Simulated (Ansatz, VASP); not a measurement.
## One calculation of Al2BP3, two programs

```
Al B P
1.0
     2.44956    1.41426    4.00684
    -2.44956    1.41426    4.00684
     0.00000   -2.82851    4.00684
Al B P
2 1 3
Direct
  0.12945 0.12945 0.12945
  0.87055 0.87055 0.87055
  0.50000 0.50000 0.50000
  0.00000 0.50000 0.50000
  0.50000 0.00000 0.50000
  0.50000 0.50000 0.00000
```

Change from the starting cell: species swapped into the Dy2Fe3Ni type (R-3m, No. 166).

Alike in both runs: functional PBE; k mesh 6 × 6 × 6; occupations gaussian, width 0.1 eV; no spin polarisation.

Ansatz relaxed the structure, and its values are those at the end. VASP's run is a single point on that final structure, the one shown.

```csv
,VASP,Ansatz
version,VASP 6.6.1,Ansatz 0.2.0
potentials or method,"VASP PAW PBE potentials, release 64 (Al, B, P), cutoff 520 eV","scalar-relativistic, plane waves, PAW"
valence electrons in the cell,24,24
```

|  | VASP | Ansatz | Ansatz less VASP |
| --- | --- | --- | --- |
| gap on the k mesh at the Fermi level (eV) | none | none | - |
| pressure (GPa) | -0.4 | -0.2 | +0.15 |

A gap of «none» marks a metal or a gap that the smearing closes.
